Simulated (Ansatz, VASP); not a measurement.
## Two plane-wave programs on CaO

```
Ca O
1.0
     0.00000    2.60673    2.67581
     2.60673    0.00000    2.67581
     2.60673    2.60673    0.00000
Ca O
1 1
Direct
  0.00000 0.00000 0.00000
  0.25000 0.25000 0.25000
```

Change from the starting cell: uniaxial_z strain +2.6%.

Alike in both runs: task single point; functional PBE; k mesh 8 × 8 × 8; occupations fermi-dirac, width 0.02 eV; no spin polarisation.

```csv
,VASP,Ansatz
version,VASP 6.6.1,Ansatz 0.2.0
potentials or method,"VASP PAW PBE potentials, release 64 (Ca_sv, O)","plane waves, PAW"
plane-wave cutoff (eV),520,420
valence electrons in the cell,16,16
```

```csv
,VASP,Ansatz,Ansatz less VASP
gap on the k mesh at the Fermi level (eV),3.21,3.22,+0.007
pressure (GPa),-0.3,-0.7,-0.43
"traceless stress, the component that is largest in VASP (GPa)",-0.36,-0.37,-0.015
```

With one functional, cell and mesh, what is left measures potentials, basis and numerics.
